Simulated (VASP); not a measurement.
Wanted: the native input for a VASP 6.6.1 run.

| Item | Value |
| --- | --- |
| Task | single point |
| Functional | PBE |
| Dispersion | D3(BJ) |
| Potentials or basis | VASP PAW PBE potentials, release 64 (Mg, B) |
| Cutoff | 600 eV |
| k mesh | 6 × 6 × 6 |
| Occupations | gaussian, width 0.1 eV |
| Spin | no spin polarisation |
| Dipole correction | no |
| Further INCAR settings | ALGO = Normal; EDIFF = 1e-06; NBANDS = 11 |

The structure of MgB2 lies in POSCAR:

```
MgB2
1.0
    3.0627620200      0.0000000000      0.0000000000
   -1.5313810100      2.6524298200      0.0000000000
    0.0000000000      0.0000000000      3.5208704500
Mg B
1 2
Direct
    0.0000000000      0.0000000000      0.0000000000
    0.6666666900      0.3333333400      0.5000000000
    0.3333333400      0.6666666900      0.5000000000
```

These files were run (other wordings do the same):

INCAR

```
SYSTEM = MgB2
  PREC = Accurate
  ENCUT = 600
  EDIFF = 1E-6
  ISMEAR = 0
  SIGMA = 0.1
  LREAL = .FALSE.
  LASPH = .TRUE.
  NELM = 120
  ALGO = Normal
  ISIF = 2
  LWAVE = .FALSE.
  LCHARG = .FALSE.
  GGA = PE
  IVDW = 12
  NBANDS = 11
  GGA_COMPAT = .FALSE.
```

KPOINTS

```
Automatic mesh
0
G
  6 6 6
  0 0 0
```

Potentials or basis: VASP PAW PBE potentials, release 64 (Mg, B).

Launch:

```console
$ cat potpaw_PBE.64/Mg/POTCAR potpaw_PBE.64/B/POTCAR > POTCAR
$ mpirun -np 1 vasp_std > vasp.out
```

It gave:

```
Pressure                   : -3.5 GPa
Band gap on the k mesh     : zero (band 4 reaches 7.16 eV, above the bottom of band 5 at 3.34 eV)
Dispersion energy per atom : -0.287 eV
```

Caveat: the k points lie up to 0.39 Å⁻¹ apart; pairwise dispersion overbinds metals, which lowers pressure and volume.

It took 3.7 s on 1 thread of Intel(R) Xeon(R) 6975P-C (Granite Rapids), with other jobs on the host, peak memory 0.15 GiB.
